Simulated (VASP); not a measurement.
# W in VASP: notebook

The runs below take W through relaxation of cell and atoms, single point, with r2SCAN.

Program: VASP 6.6.1. These are calculated values, not measurements. Logs are shortened: lines on timing, memory, paths and dates and some standing lists are left out, and cuts for length are marked.

## (1) The cell of the first run

Symmetry: Im-3m, No. 229, cubic system. Conventional cell: a = 3.198 Å, b = 3.198 Å, c = 3.198 Å, α = 90.00°, β = 90.00°, γ = 90.00°. W (site symmetry m-3m) has 14 W at 2.77 to 3.20 Å within 3.7 Å.

## (2) Relaxation of cell and atoms, r2SCAN, target pressure -3 GPa, at which the enthalpy is minimised

POSCAR

```
W
1.0
   -1.5991876770      1.5991876770      1.5991876770
    1.5991876770     -1.5991876770      1.5991876770
    1.5991876770      1.5991876770     -1.5991876770
W
1
Direct
    0.0000000000      0.0000000000      0.0000000000
```

INCAR.step1

```
SYSTEM = W
  PREC = Accurate
  ENCUT = 600
  ISMEAR = 0
  SIGMA = 0.1
  LREAL = .FALSE.
  LASPH = .TRUE.
  NELM = 80
  GGA = PE
  ALGO = Normal
  EDIFF = 1E-4
  LWAVE = .TRUE.
  LCHARG = .FALSE.
```

INCAR.step2

```
SYSTEM = W
  PREC = Accurate
  ENCUT = 600
  EDIFF = 1E-7
  ISMEAR = 0
  SIGMA = 0.1
  LREAL = .FALSE.
  LASPH = .TRUE.
  NELM = 80
  ALGO = Normal
  ISIF = 3
  LWAVE = .FALSE.
  LCHARG = .FALSE.
  METAGGA = R2SCAN
  LMIXTAU = .TRUE.
  IBRION = 2
  NSW = 70
  EDIFFG = -0.008
  PSTRESS = -30.0
  ISTART = 1
```

KPOINTS

```
Automatic mesh
0
G
  18 18 18
  0 0 0
```

Potentials or basis: VASP PAW PBE potentials, release 64 (W_sv).

Command:

```
cat potpaw_PBE.64/W_sv/POTCAR > POTCAR
cp INCAR.step1 INCAR
mpirun -np 1 vasp_std > vasp.out
cp INCAR.step2 INCAR
mpirun -np 1 vasp_std > vasp.out
```

OUTCAR:

```text
SYSTEM = W
   PREC = Accurate
   ENCUT = 600
   EDIFF = 1E-7
   ISMEAR = 0
   LREAL = .FALSE.
   LASPH = .TRUE.
   NELM = 80
   ISIF = 3
   METAGGA = R2SCAN
   IBRION = 2
   NSW = 70
   EDIFFG = -0.008
   PSTRESS = -30.0
   ISTART = 1

 ion  position               nearest neighbor table
   1  0.000  0.000  0.000-

  LATTYP: Found a body centered cubic cell.
 ALAT       =     3.1983753540

  Lattice vectors:

 A1 = (  -1.5991876770,   1.5991876770,   1.5991876770)
 A2 = (   1.5991876770,  -1.5991876770,   1.5991876770)
 A3 = (   1.5991876770,   1.5991876770,  -1.5991876770)

Analysis of symmetry for initial positions (statically):
=====================================================================
 Subroutine PRICEL returns:
 Original cell was already a primitive cell.

 Routine SETGRP: Setting up the symmetry group for a
 body centered cubic supercell.

 Subroutine GETGRP returns: Found 48 space group operations
 (whereof 48 operations were pure point group operations)
 out of a pool of 48 trial point group operations.

The static configuration has the point symmetry O_h .

Analysis of symmetry for dynamics (positions and initial velocities):
=====================================================================
 Subroutine PRICEL returns:
 Original cell was already a primitive cell.

 Routine SETGRP: Setting up the symmetry group for a
 body centered cubic supercell.

 Subroutine GETGRP returns: Found 48 space group operations
 (whereof 48 operations were pure point group operations)
 out of a pool of 48 trial point group operations.

The dynamic configuration has the point symmetry O_h .

 Subroutine INISYM returns: Found 48 space group operations
 (whereof 48 operations are pure point group operations),
 and found     1 'primitive' translations

----------------------------------------------------------------------------------------

                                     Primitive cell

  volume of cell :      16.3591

  direct lattice vectors                    reciprocal lattice vectors
    -1.599187677  1.599187677  1.599187677     0.000000000  0.312658737  0.312658737
     1.599187677 -1.599187677  1.599187677     0.312658737  0.000000000  0.312658737
     1.599187677  1.599187677 -1.599187677     0.312658737  0.312658737  0.000000000

  length of vectors
     2.769874307  2.769874307  2.769874307     0.442166227  0.442166227  0.442166227

  position of ions in fractional coordinates (direct lattice)
     0.000000000  0.000000000  0.000000000

  ion indices of the primitive-cell ions
   primitive index   ion index
                 1           1

----------------------------------------------------------------------------------------

 KPOINTS: Automatic mesh

Automatic generation of k-mesh.
 Grid dimensions read from file:
 generate k-points for:   18   18   18

 Generating k-lattice:

  Cartesian coordinates                     Fractional coordinates (reciprocal lattice)
     0.000000000  0.017369930  0.017369930     0.055555556  0.000000000  0.000000000
     0.017369930  0.000000000  0.017369930     0.000000000  0.055555556  0.000000000
     0.017369930  0.017369930  0.000000000     0.000000000  0.000000000  0.055555556

  Length of vectors
     0.024564790  0.024564790  0.024564790

  Shift w.r.t. Gamma in fractional coordinates (k-lattice)
     0.000000000  0.000000000  0.000000000

 Subroutine IBZKPT returns following result:
 ===========================================

 Found    195 irreducible k-points:

 Following reciprocal coordinates:
            Coordinates               Weight
  0.000000  0.000000  0.000000      1.000000
  0.055556  0.000000  0.000000     12.000000
  0.111111  0.000000  0.000000     12.000000
  0.166667  0.000000  0.000000     12.000000
  0.222222  0.000000  0.000000     12.000000
  0.277778  0.000000  0.000000     12.000000
[... 16 lines left out ...]
  0.333333  0.111111  0.000000     48.000000
  0.388889  0.111111 -0.000000     48.000000
 [... further k-points ...]
   k-points           NKPTS =    195   k-points in BZ     NKDIM =    195   number of bands    NBANDS=     11
   number of dos      NEDOS =    301   number of ions     NIONS =      1
   total plane-waves  NPLWV =  13824
   dimension x,y,z NGX =    24 NGY =   24 NGZ =   24
   dimension x,y,z NGXF=    48 NGYF=   48 NGZF=   48
   ions per type =               1
   NGX,Y,Z   is equivalent  to a cutoff of  14.40, 14.40, 14.40 a.u.
   NGXF,Y,Z  is equivalent  to a cutoff of  28.81, 28.81, 28.81 a.u.
 SYSTEM =  W
   PREC   = accura    normal or accurate (medium, high low for compatibility)
   ISTART =      1    job   : 0-new  1-cont  2-samecut
   ICHARG =      0    charge: 1-file 2-atom 10-const
   ISPIN  =      1    spin polarized calculation?
   LNONCOLLINEAR =      F non collinear calculations
   LSORBIT =      F    spin-orbit coupling
   LASPH  =      T    aspherical Exc in radial PAW
   ENCUT  =  600.0 eV  44.10 Ry    6.64 a.u.   5.53  5.53  5.53*2*pi/ulx,y,z
   NELM   =     80;   NELMIN=  2; NELMDL=  0     # of ELM steps
   EDIFF  = 0.1E-06   stopping-criterion for ELM
   LREAL  =      F    real-space projection
   EDIFFG = -.8E-02   stopping-criterion for IOM
   NSW    =     70    number of steps for IOM
   IBRION =      2    ionic relax: 0-MD 1-quasi-New 2-CG
   NFREE  =      1    steps in history (QN), initial steepest desc. (CG)
   ISIF   =      3    stress and relaxation
   ISYM   =      2    0-nonsym 1-usesym 2-fastsym
   POTIM  = 0.5000    time-step for ionic-motion
   TEBEG  =    0.0;   TEEND  =   0.0 temperature during run
   PSTRESS=  -30.0 pullay stress
   NELECT =      14.0000    total number of electrons
   NUPDOWN=      -1.0000    fix difference up-down
   EMIN   =  10.00;   EMAX   =-10.00  energy-range for DOS
   EFERMI =   0.00;   METHOD = LEGACY
   ISMEAR =     0;   SIGMA  =   0.10  broadening in eV -4-tet -1-fermi 0-gaus
   EFERMI_NEDOS =   21; number of points for ismear=-14 and -15
   IALGO  =     38    algorithm
   IMIX   =      4    mixing-type and parameters
     AMIX     =   0.40;   BMIX     =  1.00
     AMIX_MAG =   1.60;   BMIX_MAG =  1.00
  volume/ion in A,a.u.               =      16.36       110.40
  Fermi-wavevector in a.u.,A,eV,Ry     =   1.554288  2.937178 32.869094  2.415810
  Thomas-Fermi vector in A             =   2.658396
   LORBIT       =      0    0 simple, 1 ext, 2 COOP (PROOUT), +10 PAW based schemes
   METAGGA = R2SCAN    functional components
   LHFCALC =     F    Hartree Fock is set to
   AEXX    =    0.0000 exact exchange contribution
   IVDW    =     0    specifies the selected vdW correction
   LEPSILON=     F    determine dielectric tensor
   LRPA    =     F    only Hartree local field effects (RPA)
 conjugate gradient relaxation of ions
 non-spin polarized calculation
 Gauss-broadening in eV      SIGMA  =   0.10
  energy-cutoff  :      600.00
  volume of cell :       16.36
 maximum number of plane-waves:       563
 NGX is ok and might be reduce to    24
   NGX = 11   NGY = 11   NGZ = 11

--------------------------------------- Ionic step        1  -------------------------------------------

 number of electron      14.0000002 magnetization

 Free energy of the ion-electron system (eV)
  ---------------------------------------------------
  ext. energy  EPLUGINS =         0.00000000
  ---------------------------------------------------
  free energy    TOTEN  =       -51.33926285 eV

  energy without entropy =      -51.33535150  energy(sigma->0) =      -51.33730717

------------------------ aborting loop because EDIFF is reached ----------------------------------------

  FORCE on cell =-STRESS in cart. coord.  units (eV):
  Direction    XX          YY          ZZ          XY          YZ          ZX
  --------------------------------------------------------------------------------------
  -------------------------------------------------------------------------------------
  Total       -0.7471439     -0.7471439     -0.7471439      0.0000000      0.0000000     -0.0000000
  in kB      -73.1739563    -73.1739563    -73.1739563      0.0000000      0.0000000     -0.0000000
  external PRESSURE =     -43.1739563 kB  Pullay stress =     -30.0000000 kB

 VOLUME and BASIS-vectors are now :
 -----------------------------------------------------------------------------
  energy-cutoff  :      600.00
  volume of cell :       16.36
      direct lattice vectors                 reciprocal lattice vectors
    -1.599187677  1.599187677  1.599187677     0.000000000  0.312658737  0.312658737
     1.599187677 -1.599187677  1.599187677     0.312658737  0.000000000  0.312658737
     1.599187677  1.599187677 -1.599187677     0.312658737  0.312658737  0.000000000
[... 81 lines left out ...]
  FREE ENERGIE OF THE ION-ELECTRON SYSTEM (eV)
  ---------------------------------------------------
  free  energy   TOTEN  =       -51.3469026666 eV

  energy  without entropy=      -51.3431425804  energy(sigma->0) =      -51.34502262

  enthalpy is  TOTEN    =       -51.6488435703 eV   P V=       -0.3019409037

--------------------------------------- Ionic step        4  -------------------------------------------

 number of electron      14.0000002 magnetization

 Free energy of the ion-electron system (eV)
  ---------------------------------------------------
  ext. energy  EPLUGINS =         0.00000000
  ---------------------------------------------------
  free energy    TOTEN  =       -51.34699124 eV

  energy without entropy =      -51.34323454  energy(sigma->0) =      -51.34511289

 E-fermi :  11.0395     XC(G=0): -14.8496

 val. band max:       11.0313396616   @ k =  -0.1667   0.1667   0.0556
 cond. band min:      11.0426069863   @ k =   0.4444   0.0556   0.0556
 fundamental gap:      0.0112673247
 Fermi energy:        11.0395005425

 k-point     1 :       0.0000    0.0000    0.0000
  band No.  band energies     occupation
      1     -65.0835      2.00000
      2     -27.9699      2.00000
      3     -27.9699      2.00000
      4     -27.9699      2.00000
      5       1.0139      2.00000
      6       9.7953      2.00000
      7       9.7953      2.00000
      8       9.7953      2.00000
      9      13.5758      0.00000
     10      13.5758      0.00000
     11      26.2683      0.00000

 k-point     2 :       0.0556    0.0000    0.0000
  band No.  band energies     occupation
      1     -65.0793      2.00000
      2     -28.0123      2.00000
      3     -27.9831      2.00000
      4     -27.9701      2.00000
      5       1.1673      2.00000
      6       9.7010      2.00000
      7       9.7734      2.00000
      8       9.9422      2.00000
      9      13.4224      0.00000
     10      13.5753      0.00000
     11      26.3983      0.00000
[... 295 lines left out ...]
 k-point    24 :       0.3889    0.1111   -0.0000
  band No.  band energies     occupation
      1     -64.9428      2.00000
      2     -29.1890      2.00000
      3     -28.4258      2.00000
      4     -28.0338      2.00000
      5       5.0413      2.00000
      6       7.5332      2.00000
      7      10.3096      2.00000
      8      13.2562      0.00000
      9      14.6263      0.00000
     10      17.5304      0.00000
     11      22.3203      0.00000

 [... further k-points ...]
[... 5 lines left out ...]
  --------------------------------------------------------------------------------------
  -------------------------------------------------------------------------------------
  Total       -0.3013459     -0.3013459     -0.3013459      0.0000000      0.0000000     -0.0000000
  in kB      -29.9495137    -29.9495137    -29.9495137      0.0000000      0.0000000     -0.0000000
  external PRESSURE =       0.0504863 kB  Pullay stress =     -30.0000000 kB

 VOLUME and BASIS-vectors are now :
 -----------------------------------------------------------------------------
  energy-cutoff  :      600.00
  volume of cell :       16.12
      direct lattice vectors                 reciprocal lattice vectors
    -1.591385317  1.591385317  1.591385317     0.000000000  0.314191663  0.314191663
     1.591385317 -1.591385317  1.591385317     0.314191663  0.000000000  0.314191663
     1.591385317  1.591385317 -1.591385317     0.314191663  0.314191663  0.000000000

 POSITION                                       TOTAL-FORCE (eV/Angst)
 -----------------------------------------------------------------------------------
      0.00000      0.00000      0.00000         0.000000     -0.000000      0.000000
 -----------------------------------------------------------------------------------
    total drift:                               -0.000000      0.000000      0.000000

  FREE ENERGIE OF THE ION-ELECTRON SYSTEM (eV)
  ---------------------------------------------------
  free  energy   TOTEN  =       -51.3469912370 eV

  energy  without entropy=      -51.3432345395  energy(sigma->0) =      -51.34511289

  enthalpy is  TOTEN    =       -51.6488450763 eV   P V=       -0.3018538393

 reached required accuracy - stopping structural energy minimisation
```

Run time: 11 min. Hardware: 1 thread of Intel Xeon 8259CL, shared host; peak memory 0.19 GiB.

What came out:

* Free energy: -51.3470 eV
* Relaxed volume: 16.12 Å³/atom
* Relaxed cell: a = 2.756 Å, b = 2.756 Å, c = 2.756 Å, α = 109.47°, β = 109.47°, γ = 109.47°
* Space group after relaxing (to 0.1 Å): Im-3m (No. 229)
* Energy change on relaxing (the run minimises the enthalpy): -7.7 meV/atom
* Ionic steps: 4
* Pressure after relaxing: -3.0 GPa
* Band gap on the k mesh: zero (bands 7 and 8 overlap by 6.47 eV)

The path:
| step | energy change (eV) | largest force (eV/Å) | pressure (GPa) | volume (Å³) |
| --- | --- | --- | --- | --- |
| 1 | 0.0000 | 0.0000 | -7.32 | 16.36 |
| 2 | 0.0172 | 0.0000 | 14.00 | 15.34 |
| 3 | -0.0076 | 0.0000 | -3.09 | 16.13 |
| 4 | -0.0077 | 0.0000 | -2.99 | 16.12 |

Final structure:
```
CELL_PARAMETERS angstrom
-1.59139 1.59139 1.59139
1.59139 -1.59139 1.59139
1.59139 1.59139 -1.59139
ATOMIC_POSITIONS crystal
W 0.00000 0.00000 0.00000
```

Caveat: the cell is relaxed towards a set pressure, so the run minimises the enthalpy, not the energy; the PAW data sets were made with another functional, which shifts forces and pressure a little; spin-orbit coupling is left out, which moves the levels of the heavy elements.

## (3) Relaxation of cell and atoms, r2SCAN, target pressure 60 GPa, at which the enthalpy is minimised

This run uses another cell than the first one, of 13.79 Å³/atom.

POSCAR

```
W
1.0
   -1.5107711748      1.5107711748      1.5107711748
    1.5107711748     -1.5107711748      1.5107711748
    1.5107711748      1.5107711748     -1.5107711748
W
1
Direct
    0.0000000000      0.0000000000      0.0000000000
```

INCAR.step1

```
SYSTEM = W
PREC = Accurate ; ENCUT = 600
ISMEAR = 0 ; SIGMA = 0.1
LREAL = .False. ; LASPH = .True.
NELM = 100 ; GGA = PE
ALGO = Normal ; EDIFF = 1E-4
LWAVE = .True. ; LCHARG = .False.
```

INCAR.step2

```
SYSTEM = W
PREC = Accurate ; ENCUT = 600
EDIFF = 1E-6 ; ISMEAR = 0
SIGMA = 0.1 ; LREAL = .False.
LASPH = .True. ; NELM = 100
ALGO = Normal ; ISIF = 3
LWAVE = .False. ; LCHARG = .False.
METAGGA = R2SCAN ; LMIXTAU = .True.
IBRION = 2 ; NSW = 70
EDIFFG = -0.008 ; PSTRESS = 600.0
ISTART = 1
```

KPOINTS

```
Automatic mesh
0
Gamma
  20 20 20
  0 0 0
```

Potentials or basis: VASP PAW PBE potentials, release 64 (W_sv).

Command:

```
cat potpaw_PBE.64/W_sv/POTCAR > POTCAR
cp INCAR.step1 INCAR
mpirun -np 1 vasp_std > vasp.out
cp INCAR.step2 INCAR
mpirun -np 1 vasp_std > vasp.out
```

It took 8.8 min on 1 thread of Intel Xeon 8259CL, shared host; peak memory 0.19 GiB.

Results (log left out):

- Free energy: -51.0101 eV
- Relaxed volume: 13.88 Å³/atom
- Relaxed cell: a = 2.622 Å, b = 2.622 Å, c = 2.622 Å, α = 109.47°, β = 109.47°, γ = 109.47°
- Space group after relaxing (to 0.1 Å): Im-3m (No. 229)
- Energy change on relaxing (the run minimises the enthalpy): -33.9 meV/atom
- Ionic steps: 3
- Pressure after relaxing: 60.0 GPa
- Band gap on the k mesh: zero (bands 7 and 8 overlap by 7.92 eV)

Step by step:
| step | energy change (eV) | largest force (eV/Å) | pressure (GPa) | volume (Å³) |
| --- | --- | --- | --- | --- |
| 1 | 0.0000 | 0.0000 | 63.49 | 13.79 |
| 2 | -0.1969 | 0.0000 | 41.04 | 14.40 |
| 3 | -0.0339 | 0.0000 | 59.96 | 13.88 |

Final structure:
```
W
1.0
    -1.51398    1.51398    1.51398
     1.51398   -1.51398    1.51398
     1.51398    1.51398   -1.51398
W
1
Direct
  0.00000 0.00000 0.00000
```

Levels at points of the mesh, in eV from the Fermi level:
```csv
k point,band 3,band 4,band 5,band 6,band 7,band 8,band 9,band 10,band 11
"(0.00, 0.00, 0.00)",-38.68,-38.68,-10.95,-1.65,-1.65,-1.65,2.74,2.74,15.42
"(0.50, 0.00, 0.00)",-39.34,-38.71,-7.63,-4.59,1.04,2.70,3.92,7.54,12.30
"(0.50, 0.50, 0.50)",-40.11,-40.11,-7.37,-7.37,6.28,6.28,6.28,9.69,9.69
```

Caveat: the cell is relaxed towards a set pressure, so the run minimises the enthalpy, not the energy; the PAW data sets were made with another functional, which shifts forces and pressure a little; spin-orbit coupling is left out, which moves the levels of the heavy elements.

(Part 1 of 2 ends here.)

The gap in the log of VASP goes by the Fermi energy; the results here count the filled bands.